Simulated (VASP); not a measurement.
# Ti (P6_3/mmc) in VASP: single point with PBE+D3(BJ)

Aim: the single point of Ti with PBE+D3(BJ).

Program: VASP 6.6.1. These are calculated values, not measurements. Logs are shortened: lines on timing, memory, paths and dates and some standing lists are left out, and cuts for length are marked.

### 1 The cell of the first run

The structure is hexagonal, space group P6_3/mmc (No. 194). Conventional cell: a = 2.886 Å, b = 2.886 Å, c = 4.574 Å, α = 90.00°, β = 90.00°, γ = 120.00°. Within 3.7 Å of Ti (site symmetry -6m2) lie 12 Ti at 2.83 to 2.89 Å.

### 2 Single point, PBE+D3(BJ)

INCAR reads:

```
PREC = Accurate ; ENCUT = 520
EDIFF = 1E-6 ; ISMEAR = 0
SIGMA = 0.1 ; LREAL = False
LASPH = True ; NELM = 60
ALGO = Fast ; ISIF = 2
LWAVE = False ; LCHARG = False
GGA = PE ; IVDW = 12
NBANDS = 19
```

KPOINTS reads:

```
Automatic mesh
0
Gamma
  18 18 10
```

POSCAR reads:

```
Ti
1.0
    2.8864649755      0.0000000000      0.0000000000
   -1.4432324878      2.4997519959      0.0000000000
    0.0000000000      0.0000000000      4.5740823153
Ti
2
Direct
    0.3333333333      0.6666666667      0.2500000000
    0.6666666667      0.3333333333      0.7500000000
```

Potentials or basis: VASP PAW PBE potentials, release 64 (Ti_sv).

On the command line:

```bash
> cat potpaw_PBE.64/Ti_sv/POTCAR > POTCAR
> mpirun -np 1 vasp_std > vasp.out
```

OUTCAR:

```text
PREC = Accurate
   ENCUT = 520
   EDIFF = 1E-6
   ISMEAR = 0
   LREAL = False
   LASPH = True
   NELM = 60
   ISIF = 2
   GGA = PE
   IVDW = 12
 IVDW          = 12

 ion  position               nearest neighbor table
   1  0.333  0.667  0.250-   2 2.83   2 2.83   2 2.83   2 2.83   2 2.83   2 2.83
   2  0.667  0.333  0.750-   1 2.83   1 2.83   1 2.83   1 2.83   1 2.83   1 2.83

  LATTYP: Found a hexagonal cell.
 ALAT       =     2.8864649755
 C/A-ratio  =     1.5846657951

  Lattice vectors:

 A1 = (   2.8864649755,   0.0000000000,   0.0000000000)
 A2 = (  -1.4432324878,   2.4997519959,   0.0000000000)
 A3 = (   0.0000000000,   0.0000000000,   4.5740823153)

Analysis of symmetry for initial positions (statically):
=====================================================================
 Subroutine PRICEL returns:
 Original cell was already a primitive cell.

 Routine SETGRP: Setting up the symmetry group for a
 hexagonal supercell.

 Subroutine GETGRP returns: Found 24 space group operations
 (whereof 12 operations were pure point group operations)
 out of a pool of 24 trial point group operations.

The static configuration has the point symmetry D_3d.
 The point group associated with its full space group is D_6h.

Analysis of symmetry for dynamics (positions and initial velocities):
=====================================================================
 Subroutine PRICEL returns:
 Original cell was already a primitive cell.

 Routine SETGRP: Setting up the symmetry group for a
 hexagonal supercell.

 Subroutine GETGRP returns: Found 24 space group operations
 (whereof 12 operations were pure point group operations)
 out of a pool of 24 trial point group operations.

The dynamic configuration has the point symmetry D_3d.
 The point group associated with its full space group is D_6h.

 Subroutine INISYM returns: Found 24 space group operations
 (whereof 12 operations are pure point group operations),
 and found     1 'primitive' translations

----------------------------------------------------------------------------------------

                                     Primitive cell

  volume of cell :      33.0040

  direct lattice vectors                    reciprocal lattice vectors
     2.886464976  0.000000000  0.000000000     0.346444529  0.200019842  0.000000000
    -1.443232488  2.499751996  0.000000000     0.000000000  0.400039685  0.000000000
     0.000000000  0.000000000  4.574082315     0.000000000  0.000000000  0.218623088

  length of vectors
     2.886464976  2.886464976  4.574082315     0.400039685  0.400039685  0.218623088

  position of ions in fractional coordinates (direct lattice)
     0.333333333  0.666666667  0.250000000
     0.666666667  0.333333333  0.750000000

  ion indices of the primitive-cell ions
   primitive index   ion index
                 1           1
                 2           2

----------------------------------------------------------------------------------------

 KPOINTS: Automatic mesh

Automatic generation of k-mesh.
 Grid dimensions read from file:
 generate k-points for:   18   18   10

 Generating k-lattice:

  Cartesian coordinates                     Fractional coordinates (reciprocal lattice)
     0.019246918  0.011112213  0.000000000     0.055555556  0.000000000  0.000000000
     0.000000000  0.022224427  0.000000000     0.000000000  0.055555556  0.000000000
     0.000000000  0.000000000  0.021862309     0.000000000  0.000000000  0.100000000

  Length of vectors
     0.022224427  0.022224427  0.021862309

  Shift w.r.t. Gamma in fractional coordinates (k-lattice)
     0.000000000  0.000000000  0.000000000

 Subroutine IBZKPT returns following result:
 ===========================================

 Found    222 irreducible k-points:

 Following reciprocal coordinates:
            Coordinates               Weight
  0.000000  0.000000  0.000000      1.000000
  0.055556  0.000000  0.000000      6.000000
  0.111111  0.000000  0.000000      6.000000
  0.166667 -0.000000  0.000000      6.000000
  0.222222 -0.000000  0.000000      6.000000
  0.277778  0.000000  0.000000      6.000000
[... 16 lines left out ...]
  0.333333  0.111111  0.000000     12.000000
  0.388889  0.111111  0.000000     12.000000
 [... further k-points ...]
   k-points           NKPTS =    222   k-points in BZ     NKDIM =    222   number of bands    NBANDS=     19
   number of dos      NEDOS =    301   number of ions     NIONS =      2
   total plane-waves  NPLWV =  20736
   dimension x,y,z NGX =    24 NGY =   24 NGZ =   36
   dimension x,y,z NGXF=    48 NGYF=   48 NGZF=   72
   ions per type =               2
   NGX,Y,Z   is equivalent  to a cutoff of  13.82, 13.82, 13.08 a.u.
   NGXF,Y,Z  is equivalent  to a cutoff of  27.65, 27.65, 26.17 a.u.
 SYSTEM =  unknown system
   PREC   = accura    normal or accurate (medium, high low for compatibility)
   ISTART =      0    job   : 0-new  1-cont  2-samecut
   ICHARG =      2    charge: 1-file 2-atom 10-const
   ISPIN  =      1    spin polarized calculation?
   LNONCOLLINEAR =      F non collinear calculations
   LSORBIT =      F    spin-orbit coupling
   LASPH  =      T    aspherical Exc in radial PAW
   ENCUT  =  520.0 eV  38.22 Ry    6.18 a.u.   5.37  5.37  8.50*2*pi/ulx,y,z
   NELM   =     60;   NELMIN=  2; NELMDL= -5     # of ELM steps
   EDIFF  = 0.1E-05   stopping-criterion for ELM
   LREAL  =      F    real-space projection
   EDIFFG = 0.1E-04   stopping-criterion for IOM
   NSW    =      0    number of steps for IOM
   IBRION =     -1    ionic relax: 0-MD 1-quasi-New 2-CG
   NFREE  =      0    steps in history (QN), initial steepest desc. (CG)
   ISIF   =      2    stress and relaxation
   ISYM   =      2    0-nonsym 1-usesym 2-fastsym
   POTIM  = 0.5000    time-step for ionic-motion
   TEBEG  =    0.0;   TEEND  =   0.0 temperature during run
   PSTRESS=    0.0 pullay stress
   NELECT =      24.0000    total number of electrons
   NUPDOWN=      -1.0000    fix difference up-down
   EMIN   =  10.00;   EMAX   =-10.00  energy-range for DOS
   EFERMI =   0.00;   METHOD = LEGACY
   ISMEAR =     0;   SIGMA  =   0.10  broadening in eV -4-tet -1-fermi 0-gaus
   EFERMI_NEDOS =   21; number of points for ismear=-14 and -15
   IALGO  =     68    algorithm
   IMIX   =      4    mixing-type and parameters
     AMIX     =   0.40;   BMIX     =  1.00
     AMIX_MAG =   1.60;   BMIX_MAG =  1.00
  volume/ion in A,a.u.               =      16.50       111.36
  Fermi-wavevector in a.u.,A,eV,Ry     =   1.472164  2.781986 29.487454  2.167267
  Thomas-Fermi vector in A             =   2.587212
   LORBIT       =      0    0 simple, 1 ext, 2 COOP (PROOUT), +10 PAW based schemes
   GGA     = PE    functional components
   LHFCALC =     F    Hartree Fock is set to
   AEXX    =    0.0000 exact exchange contribution
   IVDW    =    12    specifies the selected vdW correction
   LEPSILON=     F    determine dielectric tensor
   LRPA    =     F    only Hartree local field effects (RPA)
 non-spin polarized calculation
 RMM-DIIS sequential band-by-band and
 Gauss-broadening in eV      SIGMA  =   0.10
  energy-cutoff  :      520.00
  volume of cell :       33.00
 maximum number of plane-waves:       911
 NGX is ok and might be reduce to    24
   NGX = 11   NGY = 11   NGZ = 17

 number of electron      24.0000001 magnetization

 Free energy of the ion-electron system (eV)
  ---------------------------------------------------
  ext. energy  EPLUGINS =         0.00000000
  ---------------------------------------------------
  free energy    TOTEN  =       -15.64573396 eV

  energy without entropy =      -15.63679837  energy(sigma->0) =      -15.64126617

 E-fermi :   8.8986     XC(G=0): -11.7411

 val. band max:        8.8840373962   @ k =   0.3333   0.1667   0.4000
 cond. band min:       8.9017511539   @ k =   0.0556   0.0000   0.5000
 fundamental gap:      0.0177137577
 Fermi energy:         8.8985970723

 k-point     1 :       0.0000    0.0000    0.0000
  band No.  band energies     occupation
      1     -47.8894      2.00000
      2     -47.7218      2.00000
      3     -24.5380      2.00000
      4     -23.7865      2.00000
      5     -23.7865      2.00000
      6     -23.7045      2.00000
[... 11 lines left out ...]
     18      10.6065      0.00000
     19      12.2407      0.00000

 k-point     2 :       0.0556    0.0000    0.0000
  band No.  band energies     occupation
      1     -47.8857      2.00000
      2     -47.7203      2.00000
      3     -24.5299      2.00000
      4     -23.8031      2.00000
      5     -23.7921      2.00000
      6     -23.7079      2.00000
[... 11 lines left out ...]
     18      10.5531      0.00000
     19      12.2701      0.00000

 k-point     3 :       0.1111    0.0000    0.0000
  band No.  band energies     occupation
      1     -47.8748      2.00000
      2     -47.7160      2.00000
      3     -24.5064      2.00000
      4     -23.8511      2.00000
      5     -23.8078      2.00000
      6     -23.7365      2.00000
[... 11 lines left out ...]
     18      10.4570      0.00000
     19      12.3435      0.00000

 k-point     4 :       0.1667   -0.0000    0.0000
  band No.  band energies     occupation
      1     -47.8577      2.00000
      2     -47.7098      2.00000
      3     -24.4687      2.00000
      4     -23.9251      2.00000
      5     -23.8313      2.00000
      6     -23.8108      2.00000
[... 11 lines left out ...]
     18      10.7296      0.00000
     19      12.4332      0.00000

 k-point     5 :       0.2222   -0.0000    0.0000
  band No.  band energies     occupation
      1     -47.8362      2.00000
      2     -47.7028      2.00000
      3     -24.4195      2.00000
      4     -24.0165      2.00000
      5     -23.8996      2.00000
      6     -23.8592      2.00000
[... 11 lines left out ...]
     18      11.0825      0.00000
     19      12.5178      0.00000

 k-point     6 :       0.2778    0.0000    0.0000
  band No.  band energies     occupation
      1     -47.8121      2.00000
      2     -47.6962      2.00000
      3     -24.3620      2.00000
      4     -24.1143      2.00000
      5     -23.9915      2.00000
      6     -23.8881      2.00000
[... 11 lines left out ...]
     18      11.4855      0.00000
     19      12.5869      0.00000

 k-point     7 :       0.3333   -0.0000    0.0000
  band No.  band energies     occupation
      1     -47.7880      2.00000
      2     -47.6915      2.00000
      3     -24.3007      2.00000
      4     -24.2065      2.00000
      5     -24.0756      2.00000
      6     -23.9147      2.00000
[... 11 lines left out ...]
     18      11.9008      0.00000
     19      12.6378      0.00000

 k-point     8 :       0.3889    0.0000    0.0000
  band No.  band energies     occupation
      1     -47.7665      2.00000
      2     -47.6895      2.00000
      3     -24.2817      2.00000
      4     -24.2419      2.00000
      5     -24.1430      2.00000
      6     -23.9359      2.00000
[... 256 lines left out ...]
 k-point    20 :       0.1667    0.1111    0.0000
  band No.  band energies     occupation
      1     -47.8275      2.00000
      2     -47.7002      2.00000
      3     -24.3992      2.00000
      4     -24.0215      2.00000
      5     -23.9728      2.00000
      6     -23.8410      2.00000
[... 11 lines left out ...]
     18      11.3844      0.00000
     19      12.4872      0.00000

 k-point    21 :       0.2222    0.1111    0.0000
  band No.  band energies     occupation
      1     -47.8045      2.00000
      2     -47.6945      2.00000
      3     -24.3432      2.00000
      4     -24.1103      2.00000
      5     -24.0386      2.00000
      6     -23.8847      2.00000
[... 11 lines left out ...]
     18      11.8515      0.00000
     19      12.5308      0.00000

 k-point    22 :       0.2778    0.1111    0.0000
  band No.  band energies     occupation
      1     -47.7813      2.00000
      2     -47.6906      2.00000
      3     -24.2832      2.00000
      4     -24.1964      2.00000
      5     -24.0963      2.00000
      6     -23.9266      2.00000
[... 11 lines left out ...]
     18      12.3553      0.00000
     19      12.5643      0.00000

 k-point    23 :       0.3333    0.1111    0.0000
  band No.  band energies     occupation
      1     -47.7605      2.00000
      2     -47.6892      2.00000
      3     -24.2666      2.00000
      4     -24.2249      2.00000
      5     -24.1426      2.00000
      6     -23.9606      2.00000
[... 11 lines left out ...]
     18      12.5866      0.00000
     19      12.8757      0.00000

 k-point    24 :       0.3889    0.1111    0.0000
  band No.  band energies     occupation
      1     -47.7451      2.00000
      2     -47.6902      2.00000
      3     -24.3123      2.00000
      4     -24.1778      2.00000
      5     -24.1728      2.00000
      6     -23.9824      2.00000
[... 11 lines left out ...]
     18      12.5989      0.00000
     19      13.3988      0.00000

 [... further k-points ...]

------------------------ aborting loop because EDIFF is reached ----------------------------------------

 Edisp (eV)   -1.26925

 E8    (eV) :    -0.6027

  FORCE on cell =-STRESS in cart. coord.  units (eV):
  Direction    XX          YY          ZZ          XY          YZ          ZX
  --------------------------------------------------------------------------------------
  -------------------------------------------------------------------------------------
  Total      -0.13478    -0.13478    -0.13906     0.00000     0.00000     0.00000
  in kB      -6.54307    -6.54307    -6.75076     0.00000     0.00000     0.00000
  external pressure =       -6.61 kB  Pullay stress =        0.00 kB

 VOLUME and BASIS-vectors are now :
 -----------------------------------------------------------------------------
  energy-cutoff  :      520.00
  volume of cell :       33.00
      direct lattice vectors                 reciprocal lattice vectors
     2.886464976  0.000000000  0.000000000     0.346444529  0.200019842  0.000000000
    -1.443232488  2.499751996  0.000000000     0.000000000  0.400039685  0.000000000
     0.000000000  0.000000000  4.574082315     0.000000000  0.000000000  0.218623088

 POSITION                                       TOTAL-FORCE (eV/Angst)
 -----------------------------------------------------------------------------------
     -0.00000      1.66650      1.14352        -0.000000      0.000000      0.000000
      1.44323      0.83325      3.43056         0.000000     -0.000000      0.000000
 -----------------------------------------------------------------------------------
    total drift:                               -0.000000      0.000000     -0.000000

  FREE ENERGIE OF THE ION-ELECTRON SYSTEM (eV)
  ---------------------------------------------------
  free  energy   TOTEN  =       -16.9149824109 eV

  energy  without entropy=      -16.9060468150  energy(sigma->0) =      -16.91051461
```

Wall time 2.3 min (1 thread of Intel Xeon 6975P-C (Granite Rapids), shared host); peak memory 0.25 GiB.

Results:

```
Free energy                : -16.9150 eV
Pressure                   : -0.7 GPa
Band gap on the k mesh     : zero (band 12 reaches 9.69 eV, above the bottom of band 13 at 8.56 eV)
Dispersion energy per atom : -0.635 eV
```

Caveat: pairwise dispersion overbinds metals, which lowers pressure and volume.
